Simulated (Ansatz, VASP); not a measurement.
# Two plane-wave programs on CdS3

```
Cd S
1.0
     3.07187    0.00000    0.00000
     0.00000    3.07187    0.00000
     0.00000    0.00000   10.11136
Cd S
1 3
Direct
  0.00000 0.00000 0.00000
  0.50000 0.50000 0.73428
  0.00000 0.00000 0.50000
  0.50000 0.50000 0.26572
```

Change from the starting cell: species swapped into the TlIn3 type (P4/mmm, No. 123).

Alike in both runs: task single point; functional PBE; k mesh 6 × 6 × 2; occupations gaussian, width 0.1 eV; no spin polarisation.

```csv
,VASP,Ansatz
version,VASP 6.6.1,Ansatz 0.2.0
potentials or method,"VASP PAW PBE potentials, release 64 (Cd, S), cutoff 500 eV","scalar-relativistic, plane waves, PAW"
valence electrons in the cell,30,38
```

Ansatz gave:

```
gap on the k mesh at the Fermi level (eV)                     : none
pressure (GPa)                                                : -9.7
traceless stress, the component that is largest in VASP (GPa) : 1.64
rms of the force components (eV/Å)                            : 0.094
```

Q: Which values does VASP return?

A: gap on the k mesh at the Fermi level (eV): none; pressure (GPa): -9.7; traceless stress, the component that is largest in VASP (GPa): 1.64; rms of the force components (eV/Å): 0.092.

Atom by atom the forces differ by 0.001 eV/Å (rms over components). A gap of «none» marks a metal or a gap that the smearing closes. VASP's potentials hold 30 valence electrons a cell and Ansatz's 38, so a difference there can come from the potentials and not from the codes.
